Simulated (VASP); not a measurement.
# Ti (Cmcm) in VASP: a series of runs

Runs on Ti. Level: PBE. Tasks: single point.

Everything below comes from runs of VASP 6.6.1. Logs are shortened: lines on timing, memory, paths and dates and some standing lists are left out, and cuts for length are marked.

## Step 1: The cell of the first run

It takes space group Cmcm (No. 63, orthorhombic). The conventional cell has a = 4.604 Å, b = 4.604 Å, c = 3.255 Å, α = 90.00°, β = 90.00°, γ = 90.00°. Ti (site symmetry m2m) has 14 Ti at 2.56 to 3.26 Å within 3.4 Å.

## Step 2: Single point, PBE (mode 4 frozen in at -0.116 Å and mode 5 at -0.116 Å (largest displacements))

INCAR

```
SYSTEM = Ti
PREC = Accurate ; ENCUT = 520
EDIFF = 1E-6 ; ISMEAR = 0
SIGMA = 0.15 ; LREAL = .False.
LASPH = .True. ; NELM = 80
ALGO = Fast ; ISIF = 2
LWAVE = .False. ; LCHARG = .False.
GGA = PE ; NBANDS = 19
```

KPOINTS

```
Automatic mesh
0
Gamma
  14 14 14
  0 0 0
```

POSCAR

```
Ti
1.0
    0.0000000000     -3.2552372153      0.0000000000
   -3.2552372153      0.0000000000      0.0000000000
    0.0000000000      0.0000000000     -3.2552372153
Ti
2
Direct
    0.5355734444      0.5355734444      0.5000000000
   -0.0355734444     -0.0355734444      0.0000000000
```

Potentials or basis: VASP PAW PBE potentials, release 64 (Ti_sv).

The run is started by

```console
$ cat potpaw_PBE.64/Ti_sv/POTCAR > POTCAR
$ mpirun -np 1 vasp_std > vasp.out
```

OUTCAR:

```text
SYSTEM = Ti
   PREC = Accurate
   ENCUT = 520
   EDIFF = 1E-6
   ISMEAR = 0
   LREAL = .False.
   LASPH = .True.
   NELM = 80
   ISIF = 2
   GGA = PE

 ion  position               nearest neighbor table
   1  0.536  0.536  0.500-   2 2.56   2 2.56   2 2.84   2 2.84   2 2.84   2 2.84
   2  0.964  0.964  0.000-   1 2.56   1 2.56   1 2.84   1 2.84   1 2.84   1 2.84

  LATTYP: Found a simple cubic cell.
 ALAT       =     3.2552372153

  Lattice vectors:

 A1 = (   0.0000000000,  -3.2552372153,   0.0000000000)
 A2 = (  -3.2552372153,   0.0000000000,   0.0000000000)
 A3 = (   0.0000000000,   0.0000000000,  -3.2552372153)

Analysis of symmetry for initial positions (statically):
=====================================================================
 Subroutine PRICEL returns:
 Original cell was already a primitive cell.

 Routine SETGRP: Setting up the symmetry group for a
 simple cubic supercell.

 Subroutine GETGRP returns: Found  8 space group operations
 (whereof  4 operations were pure point group operations)
 out of a pool of 48 trial point group operations.

The static configuration has the point symmetry C_2v.
 The point group associated with its full space group is D_2h.

Analysis of symmetry for dynamics (positions and initial velocities):
=====================================================================
 Subroutine PRICEL returns:
 Original cell was already a primitive cell.

 Routine SETGRP: Setting up the symmetry group for a
 simple cubic supercell.

 Subroutine GETGRP returns: Found  8 space group operations
 (whereof  4 operations were pure point group operations)
 out of a pool of 48 trial point group operations.

The dynamic configuration has the point symmetry C_2v.
 The point group associated with its full space group is D_2h.

 Subroutine INISYM returns: Found  8 space group operations
 (whereof  4 operations are pure point group operations),
 and found     1 'primitive' translations

----------------------------------------------------------------------------------------

                                     Primitive cell

  volume of cell :      34.4943

  direct lattice vectors                    reciprocal lattice vectors
     0.000000000 -3.255237215  0.000000000     0.000000000 -0.307197274  0.000000000
    -3.255237215  0.000000000  0.000000000    -0.307197274  0.000000000  0.000000000
     0.000000000  0.000000000 -3.255237215     0.000000000  0.000000000 -0.307197274

  length of vectors
     3.255237215  3.255237215  3.255237215     0.307197274  0.307197274  0.307197274

  position of ions in fractional coordinates (direct lattice)
     0.535573444  0.535573444  0.500000000
     0.964426556  0.964426556  0.000000000

  ion indices of the primitive-cell ions
   primitive index   ion index
                 1           1
                 2           2

----------------------------------------------------------------------------------------

 KPOINTS: Automatic mesh

Automatic generation of k-mesh.
 Grid dimensions read from file:
 generate k-points for:   14   14   14

 Generating k-lattice:

  Cartesian coordinates                     Fractional coordinates (reciprocal lattice)
     0.000000000 -0.021942662  0.000000000     0.071428571  0.000000000  0.000000000
    -0.021942662  0.000000000  0.000000000     0.000000000  0.071428571  0.000000000
     0.000000000  0.000000000 -0.021942662     0.000000000  0.000000000  0.071428571

  Length of vectors
     0.021942662  0.021942662  0.021942662

  Shift w.r.t. Gamma in fractional coordinates (k-lattice)
     0.000000000  0.000000000  0.000000000

 Subroutine IBZKPT returns following result:
 ===========================================

 Found    456 irreducible k-points:

 Following reciprocal coordinates:
            Coordinates               Weight
  0.000000  0.000000  0.000000      1.000000
  0.071429  0.000000  0.000000      4.000000
  0.000000  0.000000  0.071429      2.000000
  0.142857  0.000000  0.000000      4.000000
  0.000000  0.000000  0.142857      2.000000
  0.214286  0.000000  0.000000      4.000000
[... 16 lines left out ...]
  0.214286  0.071429  0.000000      4.000000
  0.000000  0.214286  0.071429      8.000000
 [... further k-points ...]
   k-points           NKPTS =    456   k-points in BZ     NKDIM =    456   number of bands    NBANDS=     19
   number of dos      NEDOS =    301   number of ions     NIONS =      2
   total plane-waves  NPLWV =  13824
   dimension x,y,z NGX =    24 NGY =   24 NGZ =   24
   dimension x,y,z NGXF=    48 NGYF=   48 NGZF=   48
   ions per type =               2
   NGX,Y,Z   is equivalent  to a cutoff of  12.26, 12.26, 12.26 a.u.
   NGXF,Y,Z  is equivalent  to a cutoff of  24.51, 24.51, 24.51 a.u.
 SYSTEM =  Ti
   PREC   = accura    normal or accurate (medium, high low for compatibility)
   ISTART =      0    job   : 0-new  1-cont  2-samecut
   ICHARG =      2    charge: 1-file 2-atom 10-const
   ISPIN  =      1    spin polarized calculation?
   LNONCOLLINEAR =      F non collinear calculations
   LSORBIT =      F    spin-orbit coupling
   LASPH  =      T    aspherical Exc in radial PAW
   ENCUT  =  520.0 eV  38.22 Ry    6.18 a.u.   6.05  6.05  6.05*2*pi/ulx,y,z
   NELM   =     80;   NELMIN=  2; NELMDL= -5     # of ELM steps
   EDIFF  = 0.1E-05   stopping-criterion for ELM
   LREAL  =      F    real-space projection
   EDIFFG = 0.1E-04   stopping-criterion for IOM
   NSW    =      0    number of steps for IOM
   IBRION =     -1    ionic relax: 0-MD 1-quasi-New 2-CG
   NFREE  =      0    steps in history (QN), initial steepest desc. (CG)
   ISIF   =      2    stress and relaxation
   ISYM   =      2    0-nonsym 1-usesym 2-fastsym
   POTIM  = 0.5000    time-step for ionic-motion
   TEBEG  =    0.0;   TEEND  =   0.0 temperature during run
   PSTRESS=    0.0 pullay stress
   NELECT =      24.0000    total number of electrons
   NUPDOWN=      -1.0000    fix difference up-down
   EMIN   =  10.00;   EMAX   =-10.00  energy-range for DOS
   EFERMI =   0.00;   METHOD = LEGACY
   ISMEAR =     0;   SIGMA  =   0.15  broadening in eV -4-tet -1-fermi 0-gaus
   EFERMI_NEDOS =   21; number of points for ismear=-14 and -15
   IALGO  =     68    algorithm
   IMIX   =      4    mixing-type and parameters
     AMIX     =   0.40;   BMIX     =  1.00
     AMIX_MAG =   1.60;   BMIX_MAG =  1.00
  volume/ion in A,a.u.               =      17.25       116.39
  Fermi-wavevector in a.u.,A,eV,Ry     =   1.450650  2.741331 28.631897  2.104385
  Thomas-Fermi vector in A             =   2.568238
   LORBIT       =      0    0 simple, 1 ext, 2 COOP (PROOUT), +10 PAW based schemes
   GGA     = PE    functional components
   LHFCALC =     F    Hartree Fock is set to
   AEXX    =    0.0000 exact exchange contribution
   IVDW    =     0    specifies the selected vdW correction
   LEPSILON=     F    determine dielectric tensor
   LRPA    =     F    only Hartree local field effects (RPA)
 non-spin polarized calculation
 RMM-DIIS sequential band-by-band and
 Gauss-broadening in eV      SIGMA  =   0.15
  energy-cutoff  :      520.00
  volume of cell :       34.49
 maximum number of plane-waves:       952
   NGX = 13   NGY = 13   NGZ = 13

 number of electron      24.0000004 magnetization

 Free energy of the ion-electron system (eV)
  ---------------------------------------------------
  ext. energy  EPLUGINS =         0.00000000
  ---------------------------------------------------
  free energy    TOTEN  =       -15.20268394 eV

  energy without entropy =      -15.15056345  energy(sigma->0) =      -15.17662369

 E-fermi :   8.1254     XC(G=0): -11.4969

 val. band max:        8.1229436576   @ k =   0.2857   0.2857   0.1429
 cond. band min:       8.1256299796   @ k =  -0.3571   0.4286   0.0000
 fundamental gap:      0.0026863221
 Fermi energy:         8.1253649900

 k-point     1 :       0.0000    0.0000    0.0000
  band No.  band energies     occupation
      1     -48.3685      2.00000
      2     -48.0765      2.00000
      3     -24.7424      2.00000
      4     -24.7361      2.00000
      5     -24.6188      2.00000
      6     -24.2343      2.00000
[... 11 lines left out ...]
     18      11.8623      0.00000
     19      12.3773      0.00000

 k-point     2 :       0.0714    0.0000    0.0000
  band No.  band energies     occupation
      1     -48.3654      2.00000
      2     -48.0788      2.00000
      3     -24.7417      2.00000
      4     -24.7302      2.00000
      5     -24.6175      2.00000
      6     -24.2417      2.00000
[... 11 lines left out ...]
     18      11.8207      0.00000
     19      12.2883      0.00000

 k-point     3 :       0.0000    0.0000    0.0714
  band No.  band energies     occupation
      1     -48.3644      2.00000
      2     -48.0797      2.00000
      3     -24.7385      2.00000
      4     -24.7380      2.00000
      5     -24.6136      2.00000
      6     -24.2386      2.00000
[... 11 lines left out ...]
     18      11.8466      0.00000
     19      12.2356      0.00000

 k-point     4 :       0.1429    0.0000    0.0000
  band No.  band energies     occupation
      1     -48.3562      2.00000
      2     -48.0853      2.00000
      3     -24.7400      2.00000
      4     -24.7130      2.00000
      5     -24.6130      2.00000
      6     -24.2645      2.00000
[... 11 lines left out ...]
     18      11.6766      0.00000
     19      12.1205      0.00000

 k-point     5 :       0.0000    0.0000    0.1429
  band No.  band energies     occupation
      1     -48.3524      2.00000
      2     -48.0892      2.00000
      3     -24.7442      2.00000
      4     -24.7259      2.00000
      5     -24.5981      2.00000
      6     -24.2515      2.00000
[... 11 lines left out ...]
     18      11.7965      0.00000
     19      11.8970      0.00000
[... 334 lines left out ...]
      2     -48.0911      2.00000
      3     -24.7553      2.00000
      4     -24.7137      2.00000
      5     -24.5936      2.00000
      6     -24.2653      2.00000
[... 11 lines left out ...]
     18      11.7028      0.00000
     19      12.0046      0.00000

 k-point    22 :      -0.0714    0.1429    0.0000
  band No.  band energies     occupation
      1     -48.3534      2.00000
      2     -48.0871      2.00000
      3     -24.7622      2.00000
      4     -24.7079      2.00000
      5     -24.5788      2.00000
      6     -24.3050      2.00000
[... 11 lines left out ...]
     18      11.6292      0.00000
     19      12.3454      0.00000

 k-point    23 :       0.2143    0.0714    0.0000
  band No.  band energies     occupation
      1     -48.3390      2.00000
      2     -48.0977      2.00000
      3     -24.7118      2.00000
      4     -24.6807      2.00000
      5     -24.6495      2.00000
      6     -24.2652      2.00000
[... 11 lines left out ...]
     18      11.4439      0.00000
     19      11.8619      0.00000

 k-point    24 :       0.0000    0.2143    0.0714
  band No.  band energies     occupation
      1     -48.3384      2.00000
      2     -48.0982      2.00000
      3     -24.7520      2.00000
      4     -24.6842      2.00000
      5     -24.5898      2.00000
      6     -24.3168      2.00000
[... 11 lines left out ...]
     18      11.2820      0.00000
     19      12.0268      0.00000

 [... further k-points ...]
[... 5 lines left out ...]
  --------------------------------------------------------------------------------------
  -------------------------------------------------------------------------------------
  Total        0.2728010      0.2728010      0.7753059      0.6582526      0.0000000      0.0000000
  in kB       12.6709339     12.6709339     36.0110463     30.5742109      0.0000000      0.0000000
  external PRESSURE =      20.4509713 kB  Pullay stress =       0.0000000 kB

 VOLUME and BASIS-vectors are now :
 -----------------------------------------------------------------------------
  energy-cutoff  :      520.00
  volume of cell :       34.49
      direct lattice vectors                 reciprocal lattice vectors
     0.000000000 -3.255237215  0.000000000     0.000000000 -0.307197274  0.000000000
    -3.255237215  0.000000000  0.000000000    -0.307197274  0.000000000  0.000000000
     0.000000000  0.000000000 -3.255237215     0.000000000  0.000000000 -0.307197274

 POSITION                                       TOTAL-FORCE (eV/Angst)
 -----------------------------------------------------------------------------------
     -1.74342     -1.74342     -1.62762         1.286118      1.286118      0.000000
     -3.13944     -3.13944      0.00000        -1.286118     -1.286118      0.000000
 -----------------------------------------------------------------------------------
    total drift:                               -0.000000     -0.000000      0.000000

  FREE ENERGIE OF THE ION-ELECTRON SYSTEM (eV)
  ---------------------------------------------------
  free  energy   TOTEN  =       -15.2026839355 eV

  energy  without entropy=      -15.1505634457  energy(sigma->0) =      -15.17662369
```

Wall time 3.3 min (1 thread of Intel Xeon 6975P-C (Granite Rapids), shared host); peak memory 0.33 GiB.

What came out:

| Quantity | Value |
| --- | --- |
| Free energy | -15.2027 eV |
| Pressure | 2.0 GPa |
| Largest force | 1.819 eV/Å |
| Band gap on the k mesh | zero (band 12 reaches 9.03 eV, above the bottom of band 13 at 7.63 eV) |

Forces in eV/Å, atoms in the order of the input:
```
Ti   1.286  1.286  0.000
Ti  -1.286 -1.286  0.000
```

Levels at points of the mesh, in eV from the Fermi level:
| k point | band 10 | band 11 | band 12 | band 13 | band 14 | band 15 |
| --- | --- | --- | --- | --- | --- | --- |
| (0.00, 0.00, 0.00) | -2.19 | -2.00 | 0.75 | 1.18 | 1.22 | 2.37 |
| (0.50, 0.00, 0.00) | -2.52 | -0.88 | 0.29 | 0.92 | 1.09 | 1.62 |
| (0.00, 0.00, 0.50) | -2.57 | -0.51 | -0.51 | 0.96 | 0.96 | 2.06 |
| (0.50, 0.50, 0.00) | -2.44 | -0.48 | -0.39 | 0.99 | 1.20 | 2.76 |
| (0.00, 0.50, 0.50) | -2.38 | -0.26 | -0.26 | 1.12 | 1.12 | 2.84 |
| (0.50, 0.50, 0.50) | -0.78 | -0.59 | -0.59 | -0.17 | -0.17 | 3.18 |

Caveat: the cell differs from its parent crystal (mode 4 frozen in at -0.116 Å and mode 5 at -0.116 Å (largest displacements)); forces of over 1 eV/Å act on the atoms, so gaps and moduli don't describe the material at rest.

## Step 3: Single point, PBE (mode 4 frozen in at -0.193 Å and mode 5 at -0.193 Å (largest displacements))

INCAR

```
PREC = Accurate
ENCUT = 520
EDIFF = 1E-6
ISMEAR = 0
SIGMA = 0.15
LREAL = False
LASPH = True
NELM = 100
ALGO = Fast
ISIF = 2
LWAVE = False
LCHARG = False
GGA = PE
NBANDS = 19
```

KPOINTS

```
Automatic mesh
0
Gamma
  14 14 14
```

POSCAR

```
Ti
1.0
    0.0000000000     -3.2552372153      0.0000000000
   -3.2552372153      0.0000000000      0.0000000000
    0.0000000000      0.0000000000     -3.2552372153
Ti
2
Direct
    0.5592890740      0.5592890740      0.5000000000
   -0.0592890740     -0.0592890740      0.0000000000
```

Potentials or basis: VASP PAW PBE potentials, release 64 (Ti_sv).

The run is started by

```console
$ cat potpaw_PBE.64/Ti_sv/POTCAR > POTCAR
$ mpirun -np 1 vasp_std > vasp.out
```

It took 2.9 min on 1 thread of Intel Xeon 6975P-C (Granite Rapids), shared host; peak memory 0.33 GiB.

Results (log left out):

- Free energy: -14.6799 eV
- Pressure: 4.2 GPa
- Largest force: 2.792 eV/Å
- Band gap on the k mesh: zero (band 12 reaches 8.57 eV, above the bottom of band 13 at 7.61 eV)

Forces on the atoms (eV/Å):
```
Ti   1.974  1.974  0.000
Ti  -1.974 -1.974  0.000
```

Stress tensor (GPa, compression positive):
```
 0.78  3.80  0.00
 3.80  0.78  0.00
 0.00  0.00 11.17
```

Levels at points of the mesh, in eV from the Fermi level:
| k point | band 10 | band 11 | band 12 | band 13 | band 14 | band 15 |
| --- | --- | --- | --- | --- | --- | --- |
| (0.00, 0.00, 0.00) | -2.37 | -1.81 | 0.33 | 1.27 | 1.58 | 1.78 |
| (0.50, 0.00, 0.00) | -2.39 | -1.52 | 0.14 | 0.37 | 0.83 | 1.99 |
| (0.00, 0.00, 0.50) | -2.48 | -1.04 | -1.04 | 0.74 | 0.74 | 2.88 |
| (0.50, 0.50, 0.00) | -2.43 | -0.64 | -0.44 | 0.91 | 1.26 | 2.58 |
| (0.00, 0.50, 0.50) | -2.29 | -0.06 | -0.06 | 1.01 | 1.01 | 2.80 |
| (0.50, 0.50, 0.50) | -0.83 | -0.60 | -0.60 | 0.24 | 0.24 | 3.12 |

Caveat: the cell differs from its parent crystal (mode 4 frozen in at -0.193 Å and mode 5 at -0.193 Å (largest displacements)); forces of over 1 eV/Å act on the atoms, so gaps and moduli don't describe the material at rest.
